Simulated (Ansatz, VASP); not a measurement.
## Sr in VASP and in Ansatz

The input INCAR:

```
SYSTEM = Sr
ALGO = Fast
EDIFF = 1E-7
ENCUT = 520
GGA = PS
ISIF = 2
ISMEAR = 0
LASPH = .True.
LCHARG = .False.
LREAL = .False.
LWAVE = .False.
NBANDS = 17
NELM = 100
PREC = Accurate
SIGMA = 0.15
```

KPOINTS

```
k-points
0
Gamma
  12 12 8
  0 0 0
```

The input POSCAR:

```
Sr
1.0
    4.1874059756      0.0000000000      0.0000000000
   -2.0937029878      3.8930309800      0.0000000000
    0.0000000000      0.0000000000      6.3970297469
Sr
2
Direct
    0.3333333333      0.6666666667      0.2500000000
    0.6666666667      0.3333333333      0.7500000000
```

Input for Ansatz:

```yaml
crystal:
  lattice:
    - [4.1874059756, 0.0, 0.0]
    - [-2.0937029878, 3.89303098, 0.0]
    - [0.0, 0.0, 6.3970297469]
  atoms:
    - { symbol: Sr, position: [0.3333333333, 0.6666666667, 0.25] }
    - { symbol: Sr, position: [0.6666666667, 0.3333333333, 0.75] }
basis:
  ecutwfc: 420
kpoints:
  mp_grid: { grid: [12, 12, 8] }
hamiltonian:
  xc: pbesol
  pseudopotentials: { kind: paw }
scf:
  occupations: { method: gaussian, width: 0.15 }
output:
  forces: true
  stress: true
  eigenvalues: true
```

Change from the starting cell: strain +e along x and -e along y -0.0367, strain +e along z and -e/2 along x and y -0.0700.

Alike in both runs: task single point; functional PBEsol; k mesh 12 × 12 × 8; occupations gaussian, width 0.15 eV; no spin polarisation.

```csv
,VASP,Ansatz
version,VASP 6.6.1,Ansatz 0.2.0
potentials or method,"VASP PAW PBE potentials, release 64 (Sr_sv), cutoff 520 eV","scalar-relativistic, plane waves, PAW"
valence electrons in the cell,20,20
```

|  | VASP | Ansatz | Ansatz less VASP |
| --- | --- | --- | --- |
| gap on the k mesh at the Fermi level (eV) | none | none | - |
| pressure (GPa) | 0.2 | 0.2 | -0.01 |
| traceless stress, the component that is largest in VASP (GPa) | 1.45 | 1.45 | -0.004 |
| rms of the force components (eV/Å) | 0.057 | 0.057 | -0.0002 |

VASP's potentials were made for PBE, not for PBEsol. Atom by atom the forces differ by 0.000 eV/Å (rms over components). A gap of «none» marks a metal or a gap that the smearing closes.
